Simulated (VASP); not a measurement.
# SiO2 (I4/mmm) in VASP: further runs

SiO2 is run at these levels: PBE; tasks: single point, relaxation of cell and atoms.

Program: VASP 6.6.1. These are calculated values, not measurements. Logs are shortened: lines on timing, memory, paths and dates and some standing lists are left out, and cuts for length are marked.

## 1. The cell of the first run

The structure is tetragonal, space group I4/mmm (No. 139). The conventional cell has a = 8.775 Å, b = 8.775 Å, c = 5.227 Å, α = 90.00°, β = 90.00°, γ = 90.00°. Within 2.1 Å of Si (site symmetry m2m) lie 4 O at 1.58 to 1.59 Å. Within 2.1 Å of O (site symmetry 2/m) lie 2 Si at 1.58 Å. O (site symmetry m2m) has 2 Si at 1.59 Å within 2.1 Å.

## 2. Single point, PBE (16.77 Å³/atom)

File INCAR:

```
SYSTEM = SiO2
PREC = Accurate ; ENCUT = 520
EDIFF = 1E-7 ; ISMEAR = 0
SIGMA = 0.02 ; LREAL = .False.
LASPH = .True. ; NELM = 60
ALGO = Normal ; ISIF = 2
LWAVE = .False. ; LCHARG = .False.
GGA = PE ; NBANDS = 44
```

File KPOINTS:

```
regular mesh
0
Gamma
  6 6 6
  0 0 0
```

File POSCAR:

```
SiO2
1.0
   -4.3873831214      4.3873831214      2.6132749679
    4.3873831214     -4.3873831214      2.6132749679
    4.3873831214      4.3873831214     -2.6132749679
Si O
4 8
Direct
    0.1778829575      0.1778829575      0.3557659149
    0.8221170425      0.1778829575      0.0000000000
    0.1778829575      0.8221170425      0.0000000000
    0.8221170425      0.8221170425      0.6442340851
    0.5000000000      0.5000000000      0.5000000000
    0.0000000000      0.5000000000      0.0000000000
    0.5000000000      0.0000000000      0.0000000000
    0.0000000000      0.0000000000      0.5000000000
    0.0000000000      0.2149800764      0.2149800764
    0.7850199236      0.0000000000      0.7850199236
    0.2149800764      0.0000000000      0.2149800764
    0.0000000000      0.7850199236      0.7850199236
```

Potentials or basis: VASP PAW PBE potentials, release 64 (Si, O).

On the command line:

```console
$ cat potpaw_PBE.64/Si/POTCAR potpaw_PBE.64/O/POTCAR > POTCAR
$ mpirun -np 1 vasp_std > vasp.out
```

OUTCAR:

```text
SYSTEM = SiO2
   PREC = Accurate
   ENCUT = 520
   EDIFF = 1E-7
   ISMEAR = 0
   LREAL = .False.
   LASPH = .True.
   NELM = 60
   ISIF = 2
   GGA = PE

 ion  position               nearest neighbor table
   1  0.178  0.178  0.356-   5 1.58   8 1.58   9 1.59  11 1.59   2 3.12   3 3.12
   2  0.822  0.178  0.000-   6 1.58   7 1.58   9 1.59  10 1.59   1 3.12   4 3.12
   3  0.178  0.822  0.000-   6 1.58   7 1.58  11 1.59  12 1.59   1 3.12   4 3.12
   4  0.822  0.822  0.644-   5 1.58   8 1.58  10 1.59  12 1.59   2 3.12   3 3.12
   5  0.500  0.500  0.500-   1 1.58   4 1.58
   6  0.000  0.500  0.000-   2 1.58   3 1.58
   7  0.500  0.000  0.000-   2 1.58   3 1.58
   8  0.000  0.000  0.500-   1 1.58   4 1.58
   9  0.000  0.215  0.215-   1 1.59   2 1.59
  10  0.785  0.000  0.785-   4 1.59   2 1.59
  11  0.215  0.000  0.215-   1 1.59   3 1.59
  12  0.000  0.785  0.785-   4 1.59   3 1.59

  LATTYP: Found a body centered tetragonal cell.
 ALAT       =     8.7747662428
 C/A-ratio  =     0.5956340934

  Lattice vectors:

 A1 = (  -4.3873831214,   4.3873831214,   2.6132749679)
 A2 = (   4.3873831214,  -4.3873831214,   2.6132749679)
 A3 = (   4.3873831214,   4.3873831214,  -2.6132749679)

Analysis of symmetry for initial positions (statically):
=====================================================================
 Subroutine PRICEL returns:
 Original cell was already a primitive cell.

 Routine SETGRP: Setting up the symmetry group for a
 body centered tetragonal supercell.

 Subroutine GETGRP returns: Found 16 space group operations
 (whereof 16 operations were pure point group operations)
 out of a pool of 16 trial point group operations.

The static configuration has the point symmetry D_4h.

Analysis of symmetry for dynamics (positions and initial velocities):
=====================================================================
 Subroutine PRICEL returns:
 Original cell was already a primitive cell.

 Routine SETGRP: Setting up the symmetry group for a
 body centered tetragonal supercell.

 Subroutine GETGRP returns: Found 16 space group operations
 (whereof 16 operations were pure point group operations)
 out of a pool of 16 trial point group operations.

The dynamic configuration has the point symmetry D_4h.

 Subroutine INISYM returns: Found 16 space group operations
 (whereof 16 operations are pure point group operations),
 and found     1 'primitive' translations

----------------------------------------------------------------------------------------

                                     Primitive cell

  volume of cell :     201.2131

  direct lattice vectors                    reciprocal lattice vectors
    -4.387383121  4.387383121  2.613274968     0.000000000  0.113963150  0.191330804
     4.387383121 -4.387383121  2.613274968     0.113963150  0.000000000  0.191330804
     4.387383121  4.387383121 -2.613274968     0.113963150  0.113963150  0.000000000

  length of vectors
     6.732567665  6.732567665  6.732567665     0.222699519  0.222699519  0.161168232

  position of ions in fractional coordinates (direct lattice)
     0.177882958  0.177882958  0.355765915
     0.822117042  0.177882958  0.000000000
     0.177882958  0.822117042  0.000000000
     0.822117042  0.822117042  0.644234085
     0.500000000  0.500000000  0.500000000
     0.000000000  0.500000000  0.000000000
     0.500000000  0.000000000  0.000000000
     0.000000000  0.000000000  0.500000000
     0.000000000  0.214980076  0.214980076
     0.785019924  0.000000000  0.785019924
     0.214980076  0.000000000  0.214980076
     0.000000000  0.785019924  0.785019924

  ion indices of the primitive-cell ions
   primitive index   ion index
                 1           1
                 2           2
                 3           3
                 4           4
                 5           5
                 6           6
                 7           7
                 8           8
                 9           9
                10          10
                11          11
                12          12

----------------------------------------------------------------------------------------

 KPOINTS: regular mesh

Automatic generation of k-mesh.
 Grid dimensions read from file:
 generate k-points for:    6    6    6

 Generating k-lattice:

  Cartesian coordinates                     Fractional coordinates (reciprocal lattice)
     0.000000000  0.018993858  0.031888467     0.166666667  0.000000000  0.000000000
     0.018993858  0.000000000  0.031888467     0.000000000  0.166666667  0.000000000
     0.018993858  0.018993858  0.000000000     0.000000000  0.000000000  0.166666667

  Length of vectors
     0.037116587  0.037116587  0.026861372

  Shift w.r.t. Gamma in fractional coordinates (k-lattice)
     0.000000000  0.000000000  0.000000000

 Subroutine IBZKPT returns following result:
 ===========================================

 Found     30 irreducible k-points:

 Following reciprocal coordinates:
            Coordinates               Weight
  0.000000  0.000000  0.000000      1.000000
  0.166667  0.000000 -0.000000      8.000000
  0.333333  0.000000 -0.000000      8.000000
  0.500000  0.000000 -0.000000      4.000000
  0.166667  0.166667 -0.000000      8.000000
  0.333333  0.166667  0.000000     16.000000
[... 16 lines left out ...]
 -0.333333 -0.333333  0.166667      8.000000
 -0.166667 -0.333333  0.166667      8.000000
 [... further k-points ...]
   k-points           NKPTS =     30   k-points in BZ     NKDIM =     30   number of bands    NBANDS=     44
   number of dos      NEDOS =    301   number of ions     NIONS =     12
   total plane-waves  NPLWV = 125000
   dimension x,y,z NGX =    50 NGY =   50 NGZ =   50
   dimension x,y,z NGXF=   100 NGYF=  100 NGZF=  100
   ions per type =               4   8
   NGX,Y,Z   is equivalent  to a cutoff of  12.35, 12.35, 12.35 a.u.
   NGXF,Y,Z  is equivalent  to a cutoff of  24.69, 24.69, 24.69 a.u.
 SYSTEM =  SiO2
   PREC   = accura    normal or accurate (medium, high low for compatibility)
   ISTART =      0    job   : 0-new  1-cont  2-samecut
   ICHARG =      2    charge: 1-file 2-atom 10-const
   ISPIN  =      1    spin polarized calculation?
   LNONCOLLINEAR =      F non collinear calculations
   LSORBIT =      F    spin-orbit coupling
   LASPH  =      T    aspherical Exc in radial PAW
   ENCUT  =  520.0 eV  38.22 Ry    6.18 a.u.  12.52 12.52 12.52*2*pi/ulx,y,z
   NELM   =     60;   NELMIN=  2; NELMDL= -5     # of ELM steps
   EDIFF  = 0.1E-06   stopping-criterion for ELM
   LREAL  =      F    real-space projection
   EDIFFG = 0.1E-05   stopping-criterion for IOM
   NSW    =      0    number of steps for IOM
   IBRION =     -1    ionic relax: 0-MD 1-quasi-New 2-CG
   NFREE  =      0    steps in history (QN), initial steepest desc. (CG)
   ISIF   =      2    stress and relaxation
   ISYM   =      2    0-nonsym 1-usesym 2-fastsym
   POTIM  = 0.5000    time-step for ionic-motion
   TEBEG  =    0.0;   TEEND  =   0.0 temperature during run
   PSTRESS=    0.0 pullay stress
   NELECT =      64.0000    total number of electrons
   NUPDOWN=      -1.0000    fix difference up-down
   EMIN   =  10.00;   EMAX   =-10.00  energy-range for DOS
   EFERMI =   0.00;   METHOD = LEGACY
   ISMEAR =     0;   SIGMA  =   0.02  broadening in eV -4-tet -1-fermi 0-gaus
   EFERMI_NEDOS =   21; number of points for ismear=-14 and -15
   IALGO  =     38    algorithm
   IMIX   =      4    mixing-type and parameters
     AMIX     =   0.40;   BMIX     =  1.00
     AMIX_MAG =   1.60;   BMIX_MAG =  1.00
  volume/ion in A,a.u.               =      16.77       113.15
  Fermi-wavevector in a.u.,A,eV,Ry     =   1.117505  2.111778 16.991188  1.248817
  Thomas-Fermi vector in A             =   2.254128
   LORBIT       =      0    0 simple, 1 ext, 2 COOP (PROOUT), +10 PAW based schemes
   GGA     = PE    functional components
   LHFCALC =     F    Hartree Fock is set to
   AEXX    =    0.0000 exact exchange contribution
   IVDW    =     0    specifies the selected vdW correction
   LEPSILON=     F    determine dielectric tensor
   LRPA    =     F    only Hartree local field effects (RPA)
 non-spin polarized calculation
 Gauss-broadening in eV      SIGMA  =   0.02
  energy-cutoff  :      520.00
  volume of cell :      201.21
 maximum number of plane-waves:      5446
   NGX = 25   NGY = 25   NGZ = 25

 number of electron      64.0000006 magnetization

 Free energy of the ion-electron system (eV)
  ---------------------------------------------------
  ext. energy  EPLUGINS =         0.00000000
  ---------------------------------------------------
  free energy    TOTEN  =       -94.51508465 eV

  energy without entropy =      -94.51508465  energy(sigma->0) =      -94.51508465

 E-fermi :  -0.5955     XC(G=0):  -7.4839

 val. band max:       -0.7701802016   @ k =   0.0000   0.0000   0.0000
 cond. band min:       4.6764572310   @ k =   0.0000   0.0000   0.0000
 fundamental gap:      5.4466374326
 Fermi energy:        -0.5955137129

 k-point     1 :       0.0000    0.0000    0.0000
  band No.  band energies     occupation
      1     -20.4766      2.00000
      2     -19.5467      2.00000
      3     -19.0337      2.00000
      4     -19.0337      2.00000
      5     -18.4050      2.00000
      6     -18.3761      2.00000
[... 36 lines left out ...]
     43      10.1981      0.00000
     44      10.4252      0.00000

 k-point     2 :       0.1667    0.0000   -0.0000
  band No.  band energies     occupation
      1     -20.4066      2.00000
      2     -19.5562      2.00000
      3     -19.1380      2.00000
      4     -19.0274      2.00000
      5     -18.4084      2.00000
      6     -18.3728      2.00000
[... 1026 lines left out ...]
 k-point    24 :      -0.1667   -0.3333    0.1667
  band No.  band energies     occupation
      1     -20.0646      2.00000
      2     -19.5805      2.00000
      3     -19.5791      2.00000
      4     -19.0209      2.00000
      5     -18.4186      2.00000
      6     -18.3531      2.00000
[... 36 lines left out ...]
     43      10.4836      0.00000
     44      10.6563      0.00000

 [... further k-points ...]
[... 5 lines left out ...]
  --------------------------------------------------------------------------------------
  -------------------------------------------------------------------------------------
  Total       10.8234017     10.8234017     10.8641248      0.0000000      0.0000000      0.0000000
  in kB       86.1823120     86.1823120     86.5065728      0.0000000      0.0000000      0.0000000
  external PRESSURE =      86.2903989 kB  Pullay stress =       0.0000000 kB

 VOLUME and BASIS-vectors are now :
 -----------------------------------------------------------------------------
  energy-cutoff  :      520.00
  volume of cell :      201.21
      direct lattice vectors                 reciprocal lattice vectors
    -4.387383121  4.387383121  2.613274968     0.000000000  0.113963150  0.191330804
     4.387383121 -4.387383121  2.613274968     0.113963150  0.000000000  0.191330804
     4.387383121  4.387383121 -2.613274968     0.113963150  0.113963150  0.000000000

 POSITION                                       TOTAL-FORCE (eV/Angst)
 -----------------------------------------------------------------------------------
      1.56088      1.56088      0.00000         0.025280      0.025280     -0.000000
     -2.82650      2.82650      2.61327         0.025280     -0.025280      0.000000
      2.82650     -2.82650      2.61327        -0.025280      0.025280     -0.000000
      2.82650      2.82650      2.61327        -0.025280     -0.025280      0.000000
      2.19369      2.19369      1.30664        -0.000000     -0.000000      0.000000
      2.19369     -2.19369      1.30664        -0.000000     -0.000000      0.000000
     -2.19369      2.19369      1.30664        -0.000000     -0.000000      0.000000
      2.19369      2.19369     -1.30664        -0.000000     -0.000000      0.000000
      1.88640      0.00000      0.00000        -0.015734     -0.000000      0.000000
      0.00000      6.88837      0.00000        -0.000000      0.015734     -0.000000
      0.00000      1.88640      0.00000        -0.000000     -0.015734      0.000000
      6.88837      0.00000      0.00000         0.015734      0.000000     -0.000000
 -----------------------------------------------------------------------------------
    total drift:                               -0.000000     -0.000000      0.000000

  FREE ENERGIE OF THE ION-ELECTRON SYSTEM (eV)
  ---------------------------------------------------
  free  energy   TOTEN  =       -94.5150846462 eV

  energy  without entropy=      -94.5150846462  energy(sigma->0) =      -94.51508465
```

Run time: 3.7 min. Hardware: 1 thread of Intel Xeon Platinum 8488C (Sapphire Rapids), shared host; peak memory 0.43 GiB.

What came out:

```yaml
Free_energy: -94.5151 eV
Pressure: 8.6 GPa
Largest_force: 0.036 eV/Å
Band_gap_on_the_k_mesh: 5.45 eV
```

Forces in eV/Å, atoms in the order of the input:
```
Si   0.025  0.025  0.000
Si   0.025 -0.025  0.000
Si  -0.025  0.025  0.000
Si  -0.025 -0.025  0.000
O    0.000  0.000  0.000
O    0.000  0.000  0.000
O    0.000  0.000  0.000
O    0.000  0.000  0.000
O   -0.016  0.000  0.000
O    0.000  0.016  0.000
O    0.000 -0.016  0.000
O    0.016  0.000  0.000
```

Caveat: the cell stands under pressure. A k mesh can miss the band edges.

## 3. Relaxation of cell and atoms, PBE, target pressure 1 GPa, at which the enthalpy is minimised

This run uses another cell than the first one, of 17.66 Å³/atom.

File INCAR:

```
SYSTEM = SiO2
  PREC = Accurate
  ENCUT = 600
  EDIFF = 1E-7
  ISMEAR = 0
  SIGMA = 0.02
  LREAL = .FALSE.
  LASPH = .TRUE.
  NELM = 100
  ALGO = Normal
  ISIF = 3
  LWAVE = .FALSE.
  LCHARG = .FALSE.
  GGA = PE
  IBRION = 2
  NSW = 70
  EDIFFG = -0.008
  PSTRESS = 10.0
```

File KPOINTS:

```
Automatic mesh
0
G
  6 6 6
  0 0 0
```

File POSCAR:

```
SiO2
1.0
   -4.4900688059      4.4900688059      2.6276241305
    4.4900688059     -4.4900688059      2.6276241305
    4.4900688059      4.4900688059     -2.6276241305
Si O
4 8
Direct
    0.1769304070      0.1769304070      0.3538608140
    0.8230695930      0.1769304070      0.0000000000
    0.1769304070      0.8230695930      0.0000000000
    0.8230695930      0.8230695930      0.6461391860
    0.5000000000      0.5000000000      0.5000000000
    0.0000000000      0.5000000000      0.0000000000
    0.5000000000      0.0000000000      0.0000000000
    0.0000000000      0.0000000000      0.5000000000
    0.0000000000      0.2094528991      0.2094528991
    0.7905471009      0.0000000000      0.7905471009
    0.2094528991      0.0000000000      0.2094528991
    0.0000000000      0.7905471009      0.7905471009
```

Potentials or basis: VASP PAW PBE potentials, release 64 (Si, O).

On the command line:

```console
$ cat potpaw_PBE.64/Si/POTCAR potpaw_PBE.64/O/POTCAR > POTCAR
$ mpirun -np 1 vasp_std > vasp.out
```

Wall time 13 min (1 thread of Intel Xeon 6975P-C (Granite Rapids), shared host); peak memory 0.59 GiB.

The run converged. Its results:

| Property | Result |
| --- | --- |
| Free energy | -94.8844 eV |
| Relaxed volume | 17.68 Å³/atom |
| Relaxed cell | a = 6.872 Å, b = 6.872 Å, c = 6.872 Å, α = 98.43°, β = 98.43°, γ = 134.97° |
| Space group after relaxing (to 0.1 Å) | I4/mmm (No. 139) |
| Energy change on relaxing (the run minimises the enthalpy) | -0.2 meV/atom |
| Ionic steps | 7 |
| Pressure after relaxing | 1.0 GPa |
| Band gap on the k mesh | 5.39 eV |

Forces in eV/Å, atoms in the order of the input:
```
Si  -0.002 -0.002  0.000
Si  -0.002  0.002  0.000
Si   0.002 -0.002  0.000
Si   0.002  0.002  0.000
O    0.000  0.000  0.000
O    0.000  0.000  0.000
O    0.000  0.000  0.000
O    0.000  0.000  0.000
O   -0.002  0.000  0.000
O    0.000  0.002  0.000
O    0.000 -0.002  0.000
O    0.002  0.000  0.000
```

Step by step:
```tsv
step	energy change (eV)	largest force (eV/Å)	pressure (GPa)	volume (Å³)
1	0.0000	0.0441	1.24	211.90
2	-0.0050	0.0481	0.65	212.72
3	-0.0028	0.0239	0.97	212.28
4	-0.0029	0.0292	0.95	212.28
5	-0.0029	0.0390	0.94	212.28
6	-0.0027	0.0286	0.96	212.24
7	-0.0021	0.0028	1.01	212.11
```

Final structure:
```xyz
12
Lattice="-4.4889 4.4889 2.6316 4.4889 -4.4889 2.6316 4.4889 4.4889 -2.6316" Properties=species:S:1:pos:R:3 pbc="T T T"
Si    1.5897    1.5897    0.0000
Si   -2.8992    2.8992    2.6316
Si    2.8992   -2.8992    2.6316
Si    2.8992    2.8992    2.6316
O     2.2444    2.2444    1.3158
O     2.2444   -2.2444    1.3158
O    -2.2444    2.2444    1.3158
O     2.2444    2.2444   -1.3158
O     1.8855    0.0000    0.0000
O     0.0000    7.0923    0.0000
O     0.0000    1.8855    0.0000
O     7.0923    0.0000    0.0000
```

Levels at points of the mesh, in eV from the valence-band top:
| k point | band 29 | band 30 | band 31 | band 32 | band 33 | band 34 | band 35 | band 36 |
| --- | --- | --- | --- | --- | --- | --- | --- | --- |
| (0.00, 0.00, 0.00) | -0.83 | -0.67 | -0.02 | 0.00 | 5.39 | 8.30 | 8.46 | 8.71 |
| (0.50, 0.00, 0.00) | -1.08 | -0.75 | -0.57 | -0.26 | 7.56 | 7.70 | 8.61 | 8.79 |
| (0.50, 0.50, 0.00) | -0.44 | -0.39 | -0.38 | -0.25 | 6.53 | 6.92 | 8.54 | 8.81 |
| (0.50, 0.50, 0.50) | -1.00 | -0.20 | 0.00 | 0.00 | 7.52 | 7.52 | 7.57 | 8.04 |

Caveat: the cell is relaxed towards a set pressure, so the run minimises the enthalpy, not the energy.
